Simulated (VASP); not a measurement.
Input of a VASP 6.6.1 run:

File INCAR:

```
PREC = Accurate
ENCUT = 520
EDIFF = 1E-6
ISMEAR = -1
SIGMA = 0.1
LREAL = F
LASPH = T
NELM = 100
ALGO = Normal
ISIF = 2
LWAVE = F
LCHARG = F
NBANDS = 12
```

KPOINTS

```
Automatic mesh
0
Gamma
  26 26 26
```

POSCAR

```
Cu
1.0
    0.0000000000      1.7201694954      1.7201694954
    1.7201694954      0.0000000000      1.7201694954
    1.7201694954      1.7201694954      0.0000000000
Cu
1
Direct
    0.0000000000      0.0000000000      0.0000000000
```

Potentials or basis: VASP PAW LDA potentials, release 64 (Cu).

The run is started by

```sh
$ cat potpaw_LDA.64/Cu/POTCAR > POTCAR
$ mpirun -np 1 vasp_std > vasp.out
```

**Question.** Predict the pressure.

**Answer.** 15.9 GPa.
